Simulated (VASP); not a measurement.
# Li4NbO4 (Cm) in VASP: further runs, part 2 of 2

VASP 6.6.1.

## (3) Single point, PBEsol (atom 1 (Li) moved by -0.203 Å along [1 0 0] and +0.405 Å along [0 1 0])

Contents of INCAR:

```
SYSTEM = Li4NbO4
PREC     = Accurate       ! precision mode
ENCUT    = 520            ! plane-wave cutoff, eV
EDIFF    = 1E-6           ! SCF threshold, eV
ISMEAR   = 0              ! smearing method
SIGMA    = 0.05           ! smearing width, eV
LREAL    = .FALSE.        ! projectors in reciprocal space
LASPH    = .TRUE.         ! aspherical terms in the spheres
NELM     = 100            ! most SCF steps
ALGO     = Normal         ! electronic algorithm
ISIF     = 2              ! what is computed and relaxed
LWAVE    = .FALSE.        ! write WAVECAR
LCHARG   = .FALSE.        ! write CHGCAR
GGA      = PS             ! functional
NBANDS   = 34             ! bands
```

Contents of KPOINTS:

```
regular mesh
0
G
  10 10 10
  0 0 0
```

Contents of POSCAR:

```
Li4NbO4
1.0
   -3.8119495391      3.8119495391      1.6301049253
    3.8119495391     -3.8119495391      1.6301049253
    3.8119495391      3.8119495391     -1.6301049253
Li Nb O
4 1 4
Direct
    0.2810325606      0.1307668100      0.4117993706
    0.8426719780      0.3341549847      0.1768269627
    0.1573280220      0.6658450153      0.8231730373
    0.6658450153      0.8426719780      0.5085169933
    0.0000000000      0.0000000000      0.0000000000
    0.7589255465      0.0797104317      0.8386359782
    0.9202895683      0.7589255465      0.6792151148
    0.0797104317      0.2410744535      0.3207848852
    0.2410744535      0.9202895683      0.1613640218
```

Potentials or basis: VASP PAW PBE potentials, release 64 (Li_sv, Nb_sv, O).

Launch:

```
$ cat potpaw_PBE.64/Li_sv/POTCAR potpaw_PBE.64/Nb_sv/POTCAR potpaw_PBE.64/O/POTCAR > POTCAR
$ mpirun -np 1 vasp_std > vasp.out
```

OUTCAR:

```text
SYSTEM = Li4NbO4
   PREC = Accurate
   ENCUT = 520
   EDIFF = 1E-6
   ISMEAR = 0
   LREAL = .FALSE.
   LASPH = .TRUE.
   NELM = 100
   ISIF = 2
   GGA = PS

 ion  position               nearest neighbor table
   1  0.281  0.131  0.412-   9 1.63   8 1.75   7 2.18   7 2.18   5 2.36   4 2.46   4 2.46
   2  0.843  0.334  0.177-   9 1.92   9 1.92   8 1.94   6 2.04   3 2.51   3 2.51   5 2.82
   3  0.157  0.666  0.823-   6 1.92   6 1.92   7 1.94   9 2.04   2 2.51   2 2.51   5 2.82
   4  0.666  0.843  0.509-   8 1.92   8 1.92   6 1.94   7 2.04   1 2.46   1 2.46   5 2.82
   5  0.000  0.000  0.000-   7 1.94   8 1.94   6 1.94   9 1.94   1 2.36   3 2.82   4 2.82   2 2.82

   6  0.759  0.080  0.839-   3 1.92   3 1.92   5 1.94   4 1.94   2 2.04
   7  0.920  0.759  0.679-   5 1.94   3 1.94   4 2.04   1 2.18   1 2.18
   8  0.080  0.241  0.321-   1 1.75   4 1.92   4 1.92   5 1.94   2 1.94
   9  0.241  0.920  0.161-   1 1.63   2 1.92   2 1.92   5 1.94   3 2.04

  LATTYP: Found a body centered tetragonal cell.
 ALAT       =     7.6238990782
 C/A-ratio  =     0.4276302476

  Lattice vectors:

 A1 = (  -3.8119495391,   3.8119495391,   1.6301049253)
 A2 = (   3.8119495391,  -3.8119495391,   1.6301049253)
 A3 = (   3.8119495391,   3.8119495391,  -1.6301049253)
[... 202 lines left out ...]
      4     -39.7476      2.00000
      5     -39.7182      2.00000
      6     -28.3069      2.00000
[... 877 lines left out ...]
     33      12.3074      0.00000
     34      13.0721      0.00000

 [... further k-points ...]

------------------------ aborting loop because EDIFF is reached ----------------------------------------

  FORCE on cell =-STRESS in cart. coord.  units (eV):
  Direction    XX          YY          ZZ          XY          YZ          ZX
  --------------------------------------------------------------------------------------
  -------------------------------------------------------------------------------------
  Total        2.5566922      3.8180571     -0.3991041      1.0845984      0.0000000      0.0000000
  in kB       43.2333804     64.5629198     -6.7488054     18.3404378      0.0000000      0.0000000
  external PRESSURE =      33.6824983 kB  Pullay stress =       0.0000000 kB

 VOLUME and BASIS-vectors are now :
 -----------------------------------------------------------------------------
  energy-cutoff  :      520.00
  volume of cell :       94.75
      direct lattice vectors                 reciprocal lattice vectors
    -3.811949539  3.811949539  1.630104925     0.000000000  0.131166479  0.306728722
     3.811949539 -3.811949539  1.630104925     0.131166479  0.000000000  0.306728722
     3.811949539  3.811949539 -1.630104925     0.131166479  0.131166479  0.000000000

 POSITION                                       TOTAL-FORCE (eV/Angst)
 -----------------------------------------------------------------------------------
      0.99695      2.14256      0.00000         2.522166      3.174850     -0.000000
     -1.26439      2.61250      1.63010        -0.059234      0.042228     -0.000000
      5.07634      1.19945      0.00000        -0.046411     -0.255280     -0.000000
      2.61250      1.26439      1.63010         0.232647      0.155009     -0.000000
      0.00000      0.00000      0.00000        -1.755404     -2.318851     -0.000000
      0.60770      5.78597      0.00000         0.077332      0.278259     -0.000000
      1.97402      3.20425      1.63010         0.299106     -0.236839     -0.000000
      1.83793      0.60770      0.00000         0.249694     -0.525131      0.000000
      3.20425     -1.97402      1.63010        -1.519896     -0.314244      0.000000
 -----------------------------------------------------------------------------------
    total drift:                               -0.000151      0.000344      0.000006

  FREE ENERGIE OF THE ION-ELECTRON SYSTEM (eV)
  ---------------------------------------------------
  free  energy   TOTEN  =       -58.5093180595 eV

  energy  without entropy=      -58.5093180595  energy(sigma->0) =      -58.50931806
```

Run time: 32 min. Hardware: 1 thread of Oxide Virtual Turin-like, shared host; peak memory 0.77 GiB.

What came out:

```
Free energy            : -58.5093 eV
Largest force          : 4.055 eV/Å
Band gap on the k mesh : zero (an odd number of electrons rules out a gap without spin polarisation)
```

Forces in eV/Å, atoms in the order of the input:
```
Li   2.522  3.175  0.000
Li  -0.059  0.042  0.000
Li  -0.046 -0.255  0.000
Li   0.233  0.155  0.000
Nb  -1.755 -2.319  0.000
O    0.077  0.278  0.000
O    0.299 -0.237  0.000
O    0.250 -0.525  0.000
O   -1.520 -0.314  0.000
```

Levels at points of the mesh, in eV from the Fermi level:
```
           k point  band 21  band 22  band 23  band 24  band 25  band 26  band 27  band 28  band 29  band 30
(0.00, 0.00, 0.00)    -2.38    -1.92    -1.85    -1.78    -1.68     2.81     2.95     3.11     4.40     6.14
(0.50, 0.00, 0.00)    -2.92    -2.36    -1.98    -1.93     1.75     1.87     3.30     4.29     4.86     6.25
(0.50, 0.00, 0.50)    -2.87    -2.29    -2.10    -1.92     1.77     1.83     3.31     4.29     4.88     6.18
(0.50, 0.50, 0.00)    -2.58    -2.13    -2.02    -1.79    -1.75     2.80     2.97     3.18     4.92     6.05
(0.00, 0.00, 0.50)    -2.41    -2.29    -2.03    -2.01    -1.78     2.81     2.96     3.15     4.89     6.11
(0.50, 0.50, 0.50)    -2.28    -2.22    -2.14    -1.98    -1.63     2.80     2.83     2.99     4.96     6.09
```

Caveat: the cell differs from its parent crystal (atom 1 (Li) moved by -0.203 Å along [1 0 0] and +0.405 Å along [0 1 0]); the cutoff is under 1.25 times the usual one of these potentials, so pressure, stress and relaxed cells hold a basis-set (Pulay) error; the PAW data sets were made with another functional, which shifts forces and pressure a little; an odd number of electrons without spin polarisation forces a metal; a magnetic or distorted state may lie lower.
